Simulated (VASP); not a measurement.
# ClAg in VASP: a series of runs

The runs below take ClAg through relaxation of the atoms, with PBE.

All numbers are computed with VASP 6.6.1; they aren't measurements. Logs are shortened: lines on timing, memory, paths and dates and some standing lists are left out, and cuts for length are marked.

### 1 The cell of the first run

The cell holds a molecule in a box, 2 atoms: a = 11.000 Å, b = 10.000 Å, c = 10.000 Å, α = 90.00°, β = 90.00°, γ = 90.00°.

### 2 Relaxation of the atoms, PBE (atoms moved at random)

Input file INCAR:

```
SYSTEM = AgCl
GGA = PE
ISMEAR = 0
SIGMA = 0.03
LWAVE = .False.
LCHARG = .False.
ISIF = 0
NSW = 120
PREC = Accurate
LASPH = .True.
LREAL = .False.
ALGO = Normal
EDIFF = 1E-7
NELM = 120
GGA_COMPAT = .False.
IBRION = 2
EDIFFG = -0.01
NELMIN = 4
ENCUT = 340
EFERMI = MIDGAP
NELMDL = -8
```

Input file KPOINTS:

```
k-points
0
Gamma
  1 1 1
```

Input file POSCAR:

```
AgCl
1.0
   11.0000000000      0.0000000000      0.0000000000
    0.0000000000     10.0000000000      0.0000000000
    0.0000000000      0.0000000000     10.0000000000
Cl Ag
1 1
Direct
    0.5892260000      0.4824890000      0.5548650000
    0.4136410000      0.5349580000      0.4536300000
```

Potentials or basis: VASP PAW PBE potentials, release 64 (Cl, Ag).

On the command line:

```sh
$ cat potpaw_PBE.64/Cl/POTCAR potpaw_PBE.64/Ag/POTCAR > POTCAR
$ mpirun -np 1 vasp_gam > vasp.out
```

OUTCAR:

```text
SYSTEM = AgCl
   GGA = PE
   ISMEAR = 0
   ISIF = 0
   NSW = 120
   PREC = Accurate
   LASPH = .True.
   LREAL = .False.
   EDIFF = 1E-7
   NELM = 120
   IBRION = 2
   EDIFFG = -0.01
   NELMIN = 4
   ENCUT = 340
   EFERMI = MIDGAP
   NELMDL = -8

 Found      1 irreducible k-points:

 Following reciprocal coordinates:
            Coordinates               Weight
  0.000000  0.000000  0.000000      1.000000
   k-points           NKPTS =      1   k-points in BZ     NKDIM =      1   number of bands    NBANDS=     13
   number of dos      NEDOS =    301   number of ions     NIONS =      2
   total plane-waves  NPLWV = 252000
   dimension x,y,z NGX =    70 NGY =   60 NGZ =   60
   dimension x,y,z NGXF=   140 NGYF=  120 NGZF=  120
   ions per type =               1   1
   NGX,Y,Z   is equivalent  to a cutoff of  10.58,  9.97,  9.97 a.u.
   NGXF,Y,Z  is equivalent  to a cutoff of  21.16, 19.95, 19.95 a.u.
 SYSTEM =  AgCl
   PREC   = accura    normal or accurate (medium, high low for compatibility)
   ISTART =      0    job   : 0-new  1-cont  2-samecut
   ICHARG =      2    charge: 1-file 2-atom 10-const
   ISPIN  =      1    spin polarized calculation?
   LNONCOLLINEAR =      F non collinear calculations
   LSORBIT =      F    spin-orbit coupling
   LASPH  =      T    aspherical Exc in radial PAW
   ENCUT  =  340.0 eV  24.99 Ry    5.00 a.u.  16.54 15.03 15.03*2*pi/ulx,y,z
   NELM   =    120;   NELMIN=  4; NELMDL= -8     # of ELM steps
   EDIFF  = 0.1E-06   stopping-criterion for ELM
   LREAL  =      F    real-space projection
   EDIFFG = -.1E-01   stopping-criterion for IOM
   NSW    =    120    number of steps for IOM
   IBRION =      2    ionic relax: 0-MD 1-quasi-New 2-CG
   NFREE  =      1    steps in history (QN), initial steepest desc. (CG)
   ISIF   =      0    stress and relaxation
   ISYM   =      2    0-nonsym 1-usesym 2-fastsym
   POTIM  = 0.5000    time-step for ionic-motion
   TEBEG  =    0.0;   TEEND  =   0.0 temperature during run

   SCALEE = 1.0000    scale energy and forces
   PSTRESS=    0.0 pullay stress
   NELECT =      18.0000    total number of electrons
   NUPDOWN=      -1.0000    fix difference up-down
   EMIN   =  10.00;   EMAX   =-10.00  energy-range for DOS
   EFERMI =   0.00;   METHOD = MIDGAP
   ISMEAR =     0;   SIGMA  =   0.03  broadening in eV -4-tet -1-fermi 0-gaus
   EFERMI_NEDOS =   21; number of points for ismear=-14 and -15
   IALGO  =     38    algorithm
   IMIX   =      4    mixing-type and parameters
     AMIX     =   0.40;   BMIX     =  1.00
     AMIX_MAG =   1.60;   BMIX_MAG =  1.00
  volume/ion in A,a.u.               =     550.00      3711.58
  Fermi-wavevector in a.u.,A,eV,Ry     =   0.415625  0.785417  2.350324  0.172744
  Thomas-Fermi vector in A             =   1.374689
   LORBIT       =      0    0 simple, 1 ext, 2 COOP (PROOUT), +10 PAW based schemes
   GGA     = PE    functional components
   LHFCALC =     F    Hartree Fock is set to
   AEXX    =    0.0000 exact exchange contribution
   IVDW    =     0    specifies the selected vdW correction
   LEPSILON=     F    determine dielectric tensor
   LRPA    =     F    only Hartree local field effects (RPA)

   CSHIFT  =0.1000    complex shift for real part using Kramers Kronig

   OMEGAMAX=  -1.0    maximum frequency
 conjugate gradient relaxation of ions
 non-spin polarized calculation
 Gauss-broadening in eV      SIGMA  =   0.03
  energy-cutoff  :      340.00
  volume of cell :     1100.00
 maximum number of plane-waves:      7859
 NGX is ok and might be reduce to    70
   NGX = 33   NGY = 31   NGZ = 31

--------------------------------------- Ionic step        1  -------------------------------------------

 number of electron      18.0000007 magnetization

 Free energy of the ion-electron system (eV)
  ---------------------------------------------------
  ext. energy  EPLUGINS =         0.00000000
  ---------------------------------------------------
  free energy    TOTEN  =        -3.76788331 eV

  energy without entropy =       -3.76788331  energy(sigma->0) =       -3.76788331

------------------------ aborting loop because EDIFF is reached ----------------------------------------

 VOLUME and BASIS-vectors are now :
 -----------------------------------------------------------------------------
  energy-cutoff  :      340.00
  volume of cell :     1100.00
      direct lattice vectors                 reciprocal lattice vectors
    11.000000000  0.000000000  0.000000000     0.090909091  0.000000000  0.000000000
     0.000000000 10.000000000  0.000000000     0.000000000  0.100000000  0.000000000
     0.000000000  0.000000000 10.000000000     0.000000000  0.000000000  0.100000000

 POSITION                                       TOTAL-FORCE (eV/Angst)
 -----------------------------------------------------------------------------------
      6.48149      4.82489      5.54865         0.402722     -0.111177      0.214445
      4.55005      5.34958      4.53630        -0.402722      0.111177     -0.214445
 -----------------------------------------------------------------------------------
    total drift:                                0.000617     -0.000141     -0.000214

  FREE ENERGIE OF THE ION-ELECTRON SYSTEM (eV)
  ---------------------------------------------------
  free  energy   TOTEN  =        -3.7678833139 eV

  energy  without entropy=       -3.7678833139  energy(sigma->0) =       -3.76788331

--------------------------------------- Ionic step        2  -------------------------------------------

 number of electron      17.9999996 magnetization

------------------------ aborting loop because EDIFF is reached ----------------------------------------

 VOLUME and BASIS-vectors are now :
 -----------------------------------------------------------------------------
  energy-cutoff  :      340.00
  volume of cell :     1100.00
      direct lattice vectors                 reciprocal lattice vectors
    11.000000000  0.000000000  0.000000000     0.090909091  0.000000000  0.000000000
     0.000000000 10.000000000  0.000000000     0.000000000  0.100000000  0.000000000
     0.000000000  0.000000000 10.000000000     0.000000000  0.000000000  0.100000000

 POSITION                                       TOTAL-FORCE (eV/Angst)
 -----------------------------------------------------------------------------------
      6.50091      4.81953      5.55900        -0.032412      0.007012     -0.013299
      4.53062      5.35494      4.52595         0.032412     -0.007012      0.013299
 -----------------------------------------------------------------------------------
    total drift:                                0.001161     -0.000625     -0.000872

  FREE ENERGIE OF THE ION-ELECTRON SYSTEM (eV)
  ---------------------------------------------------
  free  energy   TOTEN  =        -3.7773047225 eV

  energy  without entropy=       -3.7773047225  energy(sigma->0) =       -3.77730472

--------------------------------------- Ionic step        3  -------------------------------------------

 number of electron      17.9999997 magnetization

 Free energy of the ion-electron system (eV)
  ---------------------------------------------------
  ext. energy  EPLUGINS =         0.00000000
  ---------------------------------------------------
  free energy    TOTEN  =        -3.77736570 eV

  energy without entropy =       -3.77736570  energy(sigma->0) =       -3.77736570

 E-fermi :  -4.8783     XC(G=0):  -1.0017

 val. band max:       -6.0629759705   @ k =   0.0000   0.0000   0.0000
 cond. band min:      -3.6936347313   @ k =   0.0000   0.0000   0.0000
 fundamental gap:      2.3693412392
 Fermi energy:        -4.8783053509

 k-point     1 :       0.0000    0.0000    0.0000
  band No.  band energies     occupation
      1     -18.5408      2.00000
      2      -9.2417      2.00000
      3      -8.5049      2.00000
      4      -8.5047      2.00000
      5      -8.0944      2.00000
      6      -8.0944      2.00000
      7      -6.5756      2.00000
      8      -6.0646      2.00000
      9      -6.0630      2.00000
     10      -3.6936      0.00000
     11      -0.3462      0.00000
     12      -0.3298      0.00000
     13       0.1285      0.00000

------------------------ aborting loop because EDIFF is reached ----------------------------------------

 VOLUME and BASIS-vectors are now :
 -----------------------------------------------------------------------------
  energy-cutoff  :      340.00
  volume of cell :     1100.00
      direct lattice vectors                 reciprocal lattice vectors
    11.000000000  0.000000000  0.000000000     0.090909091  0.000000000  0.000000000
     0.000000000 10.000000000  0.000000000     0.000000000  0.100000000  0.000000000
     0.000000000  0.000000000 10.000000000     0.000000000  0.000000000  0.100000000

 POSITION                                       TOTAL-FORCE (eV/Angst)
 -----------------------------------------------------------------------------------
      6.49940      4.81995      5.55819        -0.001403     -0.001439      0.002968
      4.53214      5.35452      4.52676         0.001403      0.001439     -0.002968
 -----------------------------------------------------------------------------------
    total drift:                                0.001527     -0.000656     -0.000657

  FREE ENERGIE OF THE ION-ELECTRON SYSTEM (eV)
  ---------------------------------------------------
  free  energy   TOTEN  =        -3.7773657048 eV

  energy  without entropy=       -3.7773657048  energy(sigma->0) =       -3.77736570

 reached required accuracy - stopping structural energy minimisation
```

It took 88 s on 1 thread of Intel Xeon Platinum 8259CL at 2.50GHz (Skylake/Cascade Lake), shared host; peak memory 0.56 GiB.

What came out:

| Item | Value |
| --- | --- |
| Free energy | -3.7774 eV |
| Energy gained by relaxing | 4.7 meV/atom |
| Ionic steps | 3 |
| Largest force after relaxing | 0.004 eV/Å |
| Gap between the frontier levels | 2.37 eV |

Forces on the atoms (eV/Å):
```
Cl  -0.001 -0.001  0.003
Ag   0.001  0.001 -0.003
```

The path:
```csv
step,energy change (eV),largest force (eV/Å)
1,0.0000,0.4696
2,-0.0094,0.0357
3,-0.0095,0.0036
```

Final structure:
```xyz
2
Lattice="11.0000 0.0000 0.0000 0.0000 10.0000 0.0000 0.0000 0.0000 10.0000" Properties=species:S:1:pos:R:3 pbc="T T T"
Cl    6.4994    4.8199    5.5582
Ag    4.5321    5.3545    4.5268
```

Levels at points of the mesh, in eV from the valence-band top:
| k point | band 5 | band 6 | band 7 | band 8 | band 9 | band 10 | band 11 | band 12 | band 13 |
| --- | --- | --- | --- | --- | --- | --- | --- | --- | --- |
| (0.00, 0.00, 0.00) | -2.03 | -2.03 | -0.51 | 0.00 | 0.00 | 2.37 | 5.72 | 5.73 | 6.19 |

Caveat: the cell differs from its parent crystal (atoms moved at random).

### 3 Relaxation of the atoms, PBE (atoms moved at random)

Changes to INCAR since step 2:

```diff
@@ -16,5 +16,5 @@
 IBRION = 2
-EDIFFG = -0.01
+EDIFFG = -0.005
 NELMIN = 4
-ENCUT = 340
+ENCUT = 520
 EFERMI = MIDGAP
```

KPOINTS is that of step 2.

POSCAR is that of step 2.

Potentials or basis: VASP PAW PBE potentials, release 64 (Cl, Ag).

On the command line:

```sh
$ cat potpaw_PBE.64/Cl/POTCAR potpaw_PBE.64/Ag/POTCAR > POTCAR
$ mpirun -np 1 vasp_gam > vasp.out
```

Wall time 3.4 min (1 thread of Intel Xeon Platinum 8259CL at 2.50GHz (Skylake/Cascade Lake), shared host); peak memory 0.91 GiB.

Results (log left out):

- Free energy: -3.7777 eV
- Energy gained by relaxing: 4.9 meV/atom
- Ionic steps: 3
- Largest force after relaxing: 0.003 eV/Å
- Gap between the frontier levels: 2.37 eV

Forces in eV/Å, atoms in the order of the input:
```
Cl  -0.001 -0.001  0.003
Ag   0.001  0.001 -0.003
```

The path:
| step | energy change (eV) | largest force (eV/Å) |
| --- | --- | --- |
| 1 | 0.0000 | 0.4768 |
| 2 | -0.0097 | 0.0362 |
| 3 | -0.0098 | 0.0031 |

Final structure:
```cif
data_structure
_symmetry_space_group_name_H-M 'P 1'
_symmetry_Int_Tables_number 1
_cell_length_a 11.0000
_cell_length_b 10.0000
_cell_length_c 10.0000
_cell_angle_alpha 90.000
_cell_angle_beta 90.000
_cell_angle_gamma 90.000
_cell_volume 1100.00
loop_
_atom_site_label
_atom_site_type_symbol
_atom_site_fract_x
_atom_site_fract_y
_atom_site_fract_z
_atom_site_occupancy
Cl1 Cl 0.59088 0.48199 0.55583 1
Ag1 Ag 0.41199 0.53546 0.45266 1
```

Levels at points of the mesh, in eV from the valence-band top:
```
           k point  band 5  band 6  band 7  band 8  band 9  band 10  band 11  band 12  band 13
(0.00, 0.00, 0.00)   -2.04   -2.04   -0.51    0.00    0.00     2.37     5.72     5.73     6.19
```

Caveat: the cell differs from its parent crystal (atoms moved at random).
